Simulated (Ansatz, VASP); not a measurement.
# Ga2P in VASP and in Ansatz

```xyz
6
Lattice="4.6824 0.0000 0.0000 -2.3412 4.0551 0.0000 0.0000 0.0000 5.5554" Properties=species:S:1:pos:R:3 pbc="T T T"
Ga    0.0000    0.0000    2.7777
Ga    0.0000    0.0000    0.0000
Ga    2.3412    1.3517    1.3888
Ga    0.0000    2.7034    4.1665
P     2.3412    1.3517    4.1665
P     0.0000    2.7034    1.3888
```

Change from the starting cell: species swapped into the Mn2Ge type (P6_3/mmc, No. 194).

Alike in both runs: functional PBE; k mesh 12 × 12 × 8; occupations gaussian, width 0.1 eV; no spin polarisation.

Ansatz relaxed the structure, and its values are those at the end. VASP's run is a single point on that final structure, the one shown.

```csv
,VASP,Ansatz
version,VASP 6.6.1,Ansatz 0.2.0
potentials or method,"VASP PAW PBE potentials, release 64 (Ga_d, P), cutoff 520 eV","scalar-relativistic, plane waves, PAW"
valence electrons in the cell,62,62
```

|  | VASP | Ansatz | Ansatz less VASP |
| --- | --- | --- | --- |
| gap on the k mesh at the Fermi level (eV) | none | none | - |
| pressure (GPa) | 0.1 | 0.0 | -0.09 |

A gap of «none» marks a metal or a gap that the smearing closes.
